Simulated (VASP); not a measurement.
# CO2 in VASP: further runs, part 2 of 2

VASP 6.6.1. The steps go on from the part before.

## 3. Single point, PBE (16.75 Å³/atom)

This run uses another cell than the first one, of 16.75 Å³/atom.

Contents of INCAR:

```
SYSTEM = CO2
PREC = Accurate ; ENCUT = 1340
EDIFF = 1E-6 ; ISMEAR = 0
SIGMA = 0.05 ; LREAL = .FALSE.
LASPH = .TRUE. ; NELM = 120
ALGO = Normal ; ISIF = 2
LWAVE = .FALSE. ; LCHARG = .TRUE.
GGA = PE ; LELF = .TRUE.
LVHAR = .TRUE. ; NBANDS = 44
GGA_COMPAT = .FALSE.
```

Contents of KPOINTS:

```
regular mesh
0
G
  4 4 4
  0 0 0
```

Contents of POSCAR:

```
CO2
1.0
    5.8572996757      0.0000000000      0.0000000000
    0.0000000000      5.8572996757      0.0000000000
    0.0000000000      0.0000000000      5.8572996757
C O
4 8
Direct
    0.0000000000      0.0000000000      0.0000000000
    0.5000000000      0.0000000000      0.5000000000
    0.5000000000      0.5000000000      0.0000000000
    0.0000000000      0.5000000000      0.5000000000
    0.1114834447      0.1114834447      0.1114834447
    0.3885165553      0.8885165553      0.6114834447
    0.6114834447      0.3885165553      0.8885165553
    0.8885165553      0.6114834447      0.3885165553
    0.8885165553      0.8885165553      0.8885165553
    0.6114834447      0.1114834447      0.3885165553
    0.3885165553      0.6114834447      0.1114834447
    0.1114834447      0.3885165553      0.6114834447
```

Potentials or basis: VASP PAW PBE potentials, release 64 (C_h, O_h).

On the command line:

```sh
> cat potpaw_PBE.64/C_h/POTCAR potpaw_PBE.64/O_h/POTCAR > POTCAR
> mpirun -np 1 vasp_std > vasp.out
```

OUTCAR:

```text
SYSTEM = CO2
   PREC = Accurate
   ENCUT = 1340
   EDIFF = 1E-6
   ISMEAR = 0
   LREAL = .FALSE.
   LASPH = .TRUE.
   NELM = 120
   ISIF = 2
   GGA = PE

 ion  position               nearest neighbor table
   1  0.000  0.000  0.000-   5 1.13   9 1.13
   2  0.500  0.000  0.500-   6 1.13  10 1.13
   3  0.500  0.500  0.000-   7 1.13  11 1.13
   4  0.000  0.500  0.500-   8 1.13  12 1.13
   5  0.111  0.111  0.111-   1 1.13
   6  0.389  0.889  0.611-   2 1.13
   7  0.611  0.389  0.889-   3 1.13
   8  0.889  0.611  0.389-   4 1.13
   9  0.889  0.889  0.889-   1 1.13
  10  0.611  0.111  0.389-   2 1.13
  11  0.389  0.611  0.111-   3 1.13
  12  0.111  0.389  0.611-   4 1.13

  LATTYP: Found a simple cubic cell.
 ALAT       =     5.8572996757

  Lattice vectors:

 A1 = (   5.8572996757,   0.0000000000,   0.0000000000)
 A2 = (   0.0000000000,   5.8572996757,   0.0000000000)
 A3 = (   0.0000000000,   0.0000000000,   5.8572996757)

Analysis of symmetry for initial positions (statically):
=====================================================================
 Subroutine PRICEL returns:
 Original cell was already a primitive cell.

 Routine SETGRP: Setting up the symmetry group for a
 simple cubic supercell.

 Subroutine GETGRP returns: Found 24 space group operations
 (whereof  6 operations were pure point group operations)
 out of a pool of 48 trial point group operations.

The static configuration has the point symmetry S_6 .
 The point group associated with its full space group is T_h .

Analysis of symmetry for dynamics (positions and initial velocities):
[... 143 lines left out ...]
   GGA     = PE    functional components
   LHFCALC =     F    Hartree Fock is set to
   AEXX    =    0.0000 exact exchange contribution
   IVDW    =     0    specifies the selected vdW correction
   LEPSILON=     F    determine dielectric tensor
   LRPA    =     F    only Hartree local field effects (RPA)
 non-spin polarized calculation
 Gauss-broadening in eV      SIGMA  =   0.05
  energy-cutoff  :     1340.00
  volume of cell :      200.95
 maximum number of plane-waves:     22411
 NGX is ok and might be reduce to    70
   NGX = 35   NGY = 35   NGZ = 35

 number of electron      63.9999999 magnetization

 Free energy of the ion-electron system (eV)
  ---------------------------------------------------
  ext. energy  EPLUGINS =         0.00000000
  ---------------------------------------------------
  free energy    TOTEN  =       -92.65172865 eV

  energy without entropy =      -92.65172865  energy(sigma->0) =      -92.65172865

 E-fermi :  -3.6845     XC(G=0):  -7.2451

 val. band max:       -3.9833146136   @ k =   0.0000   0.0000   0.0000
 cond. band min:       2.9940165303   @ k =   0.0000   0.0000   0.0000
 fundamental gap:      6.9773311440
 Fermi energy:        -3.6844803372

 k-point     1 :       0.0000    0.0000    0.0000
  band No.  band energies     occupation
      1     -24.7314      2.00000
      2     -24.6179      2.00000
      3     -24.6179      2.00000
      4     -24.6179      2.00000
      5     -23.6755      2.00000
      6     -23.6755      2.00000
[... 506 lines left out ...]
     43       5.8261      0.00000
     44       5.8261      0.00000

------------------------ aborting loop because EDIFF is reached ----------------------------------------

  FORCE on cell =-STRESS in cart. coord.  units (eV):
  Direction    XX          YY          ZZ          XY          YZ          ZX
  --------------------------------------------------------------------------------------
  -------------------------------------------------------------------------------------
  Total       13.6861465     13.6861465     13.6861465      0.0000000     -0.0000000     -0.0000000
  in kB      109.1187627    109.1187627    109.1187627      0.0000000     -0.0000000     -0.0000000
  external PRESSURE =     109.1187627 kB  Pullay stress =       0.0000000 kB

 VOLUME and BASIS-vectors are now :
 -----------------------------------------------------------------------------
  energy-cutoff  :     1340.00
  volume of cell :      200.95
      direct lattice vectors                 reciprocal lattice vectors
     5.857299676  0.000000000  0.000000000     0.170727136  0.000000000  0.000000000
     0.000000000  5.857299676  0.000000000     0.000000000  0.170727136  0.000000000
     0.000000000  0.000000000  5.857299676     0.000000000  0.000000000  0.170727136

 POSITION                                       TOTAL-FORCE (eV/Angst)
 -----------------------------------------------------------------------------------
      0.00000      0.00000      0.00000         0.000000     -0.000000      0.000000
      2.92865      0.00000      2.92865         0.000000     -0.000000      0.000000
      2.92865      2.92865      0.00000         0.000000     -0.000000      0.000000
      0.00000      2.92865      2.92865         0.000000     -0.000000      0.000000
      0.65299      0.65299      0.65299         2.621856      2.621856      2.621856
      2.27566      5.20431      3.58164        -2.621856     -2.621856      2.621856
      3.58164      2.27566      5.20431         2.621856     -2.621856     -2.621856
      5.20431      3.58164      2.27566        -2.621856      2.621856     -2.621856
      5.20431      5.20431      5.20431        -2.621856     -2.621856     -2.621856
      3.58164      0.65299      2.27566         2.621856      2.621856     -2.621856
      2.27566      3.58164      0.65299        -2.621856      2.621856      2.621856
      0.65299      2.27566      3.58164         2.621856     -2.621856      2.621856
 -----------------------------------------------------------------------------------
    total drift:                               -0.000000      0.000000      0.000000

  FREE ENERGIE OF THE ION-ELECTRON SYSTEM (eV)
  ---------------------------------------------------
  free  energy   TOTEN  =       -92.6517286513 eV

  energy  without entropy=      -92.6517286513  energy(sigma->0) =      -92.65172865
```

OSZICAR:

```text
N       E                     dE             d eps       ncg     rms          rms(c)
DAV:   1     0.808435941900E+03    0.80844E+03   -0.51915E+04   968   0.273E+03
DAV:   2     0.338803514440E+02   -0.77456E+03   -0.73918E+03  1396   0.409E+02
DAV:   3    -0.959574182799E+02   -0.12984E+03   -0.12842E+03  1200   0.178E+02
DAV:   4    -0.100083687200E+03   -0.41263E+01   -0.40788E+01  1248   0.336E+01
DAV:   5    -0.100187903128E+03   -0.10422E+00   -0.10393E+00  1168   0.512E+00    0.179E+01
DAV:   6    -0.933248401629E+02    0.68631E+01   -0.18575E+01  1124   0.223E+01    0.691E+00
DAV:   7    -0.927862181175E+02    0.53862E+00   -0.12435E+00  1204   0.622E+00    0.387E+00
DAV:   8    -0.926586341857E+02    0.12758E+00   -0.73556E-01  1172   0.433E+00    0.814E-01
DAV:   9    -0.926527294729E+02    0.59047E-02   -0.11831E-01  1108   0.196E+00    0.514E-01
DAV:  10    -0.926513921831E+02    0.13373E-02   -0.70524E-03  1116   0.683E-01    0.917E-02
DAV:  11    -0.926516974349E+02   -0.30525E-03   -0.80608E-04  1212   0.176E-01    0.548E-02
DAV:  12    -0.926517272847E+02   -0.29850E-04   -0.10689E-04  1220   0.665E-02    0.714E-03
DAV:  13    -0.926517283679E+02   -0.10832E-05   -0.10697E-05  1168   0.213E-02    0.329E-03
DAV:  14    -0.926517286513E+02   -0.28339E-06   -0.70745E-07   800   0.613E-03
   1 F= -.92651729E+02 E0= -.92651729E+02  d E =-.295273E-18
```

stdout:

```text
POSCAR found type information on POSCAR C O
 POSCAR found :  2 types and      12 ions
 scaLAPACK will be used
 LDA part: xc-table for (Slater+PW92), standard interpolation
 POSCAR, INCAR and KPOINTS ok, starting setup
 FFT: planning ... GRIDC
 FFT: planning ... GRID_SOFT
 FFT: planning ... GRID
 WAVECAR not read
 entering main loop
```

It took 7 min on 1 thread of Intel Xeon Platinum 8259CL at 2.50GHz (Skylake/Cascade Lake), shared host; peak memory 0.87 GiB.

What came out:

| Property | Result |
| --- | --- |
| Free energy | -92.6517 eV |
| Pressure | 10.9 GPa |
| Largest force | 4.541 eV/Å |
| Band gap on the k mesh | 6.98 eV |

Forces in eV/Å, atoms in the order of the input:
```
C    0.000  0.000  0.000
C    0.000  0.000  0.000
C    0.000  0.000  0.000
C    0.000  0.000  0.000
O    2.622  2.622  2.622
O   -2.622 -2.622  2.622
O    2.622 -2.622 -2.622
O   -2.622  2.622 -2.622
O   -2.622 -2.622 -2.622
O    2.622  2.622 -2.622
O   -2.622  2.622  2.622
O    2.622 -2.622  2.622
```

Levels at points of the mesh, in eV from the valence-band top:
| k point | band 29 | band 30 | band 31 | band 32 | band 33 | band 34 | band 35 | band 36 |
| --- | --- | --- | --- | --- | --- | --- | --- | --- |
| (0.00, 0.00, 0.00) | -0.13 | -0.13 | 0.00 | 0.00 | 6.98 | 8.89 | 8.89 | 8.89 |
| (0.50, 0.00, 0.00) | -0.20 | -0.20 | -0.05 | -0.05 | 8.34 | 8.34 | 8.79 | 8.79 |
| (0.50, 0.50, 0.00) | -0.19 | -0.19 | -0.19 | -0.19 | 8.72 | 8.72 | 8.72 | 8.72 |
| (0.50, 0.50, 0.50) | -0.21 | -0.21 | -0.21 | -0.21 | 8.85 | 8.85 | 8.85 | 8.85 |

Caveat: the cell stands under pressure; this functional lacks dispersion, which holds the molecules together, so the pressure and a relaxed volume are unreliable; forces of over 1 eV/Å act on the atoms, so gaps and moduli don't describe the material at rest.

## 4. Single point, PBE (16.15 Å³/atom)

This run uses another cell than the first one, of 16.15 Å³/atom.

Contents of INCAR:

```
SYSTEM = CO2
ALGO     = Normal         ! electronic algorithm
EDIFF    = 1E-7           ! SCF threshold, eV
ENCUT    = 520            ! plane-wave cutoff, eV
GGA      = PE             ! functional
ISIF     = 2              ! what is computed and relaxed
ISMEAR   = 0              ! smearing method
LASPH    = .TRUE.         ! aspherical terms in the spheres
LCHARG   = .FALSE.        ! write CHGCAR
LREAL    = .FALSE.        ! projectors in reciprocal space
LWAVE    = .FALSE.        ! write WAVECAR
NBANDS   = 44             ! bands
NELM     = 80             ! most SCF steps
PREC     = Accurate       ! precision mode
SIGMA    = 0.05           ! smearing width, eV
```

Contents of KPOINTS:

```
k-points
0
G
  4 4 4
  0 0 0
```

POSCAR, as its differences from that of step 3:

```diff
@@ -2,5 +2,5 @@
 1.0
-    5.8572996757      0.0000000000      0.0000000000
-    0.0000000000      5.8572996757      0.0000000000
-    0.0000000000      0.0000000000      5.8572996757
+    5.7410098206      0.0000000000      0.0000000000
+    0.0000000000      5.7410098206      0.0000000000
+    0.0000000000      0.0000000000      5.8810904602
 C O
```

Potentials or basis: VASP PAW PBE potentials, release 64 (C, O).

On the command line:

```sh
> cat potpaw_PBE.64/C/POTCAR potpaw_PBE.64/O/POTCAR > POTCAR
> mpirun -np 1 vasp_std > vasp.out
```

Run time: 2.1 min. Hardware: 1 thread of Intel Xeon 6975P-C (Granite Rapids), shared host; peak memory 0.39 GiB.

The run converged. Its results:

- Free energy: -90.6790 eV
- Pressure: 17.9 GPa
- Largest force: 7.245 eV/Å
- Band gap on the k mesh: 7.08 eV

Forces in eV/Å, atoms in the order of the input:
```
C    0.000  0.000  0.000
C    0.000  0.000  0.000
C    0.000  0.000  0.000
C    0.000  0.000  0.000
O    4.149  4.154  4.246
O   -4.149 -4.154  4.246
O    4.149 -4.154 -4.246
O   -4.149  4.154 -4.246
O   -4.149 -4.154 -4.246
O    4.149  4.154 -4.246
O   -4.149  4.154  4.246
O    4.149 -4.154  4.246
```

Stress tensor (GPa, compression positive):
```
17.66  0.00  0.00
 0.00 17.67  0.00
 0.00  0.00 18.39
```

Levels at points of the mesh, in eV from the valence-band top:
```csv
k point,band 29,band 30,band 31,band 32,band 33,band 34,band 35,band 36
"(0.00, 0.00, 0.00)",-0.16,-0.15,-0.04,0.00,7.08,9.06,9.09,9.11
"(0.50, 0.00, 0.00)",-0.23,-0.23,-0.08,-0.08,8.47,8.47,8.98,8.98
"(0.00, 0.50, 0.00)",-0.23,-0.23,-0.08,-0.08,8.47,8.47,8.94,8.94
"(0.50, 0.50, 0.00)",-0.22,-0.22,-0.22,-0.22,8.87,8.87,8.87,8.87
"(0.00, 0.00, 0.50)",-0.24,-0.24,-0.07,-0.07,8.41,8.41,8.95,8.95
"(0.50, 0.00, 0.50)",-0.22,-0.22,-0.22,-0.22,8.88,8.88,8.88,8.88
"(0.00, 0.50, 0.50)",-0.23,-0.23,-0.23,-0.23,8.87,8.87,8.87,8.87
"(0.50, 0.50, 0.50)",-0.23,-0.23,-0.23,-0.23,9.03,9.03,9.03,9.03
```

Caveat: the cell stands under pressure; this functional lacks dispersion, which holds the molecules together, so the pressure and a relaxed volume are unreliable; forces of over 1 eV/Å act on the atoms, so gaps and moduli don't describe the material at rest.

## 5. Overview

| potentials or basis | cell | cutoff (eV) | gap on the mesh (eV) | pressure (GPa) | largest force (eV/Å) |
| --- | --- | --- | --- | --- | --- |
| VASP PAW PBE potentials, release 64 (C, O) | a = 5.670, b = 5.670, c = 5.808 Å, 12 atoms | 520 | 7.22 | 24.0 | 9.41 |
| VASP PAW PBE potentials, release 64 (C_h, O_h) | a = 5.857 Å, 12 atoms | 1340 | 6.98 | 10.9 | 4.54 |
| VASP PAW PBE potentials, release 64 (C, O) | a = 5.741, b = 5.741, c = 5.881 Å, 12 atoms | 520 | 7.08 | 17.9 | 7.25 |

Alike in all rows: task single point; level PBE; no spin polarisation; k mesh 4 × 4 × 4; smearing gaussian 0.05 eV.

Caveats: the cell stands under pressure; this functional lacks dispersion, which holds the molecules together, so the pressure and a relaxed volume are unreliable; forces of over 1 eV/Å act on the atoms, so gaps and moduli don't describe the material at rest.

Absolute energies hang on the potentials; compare differences alone.
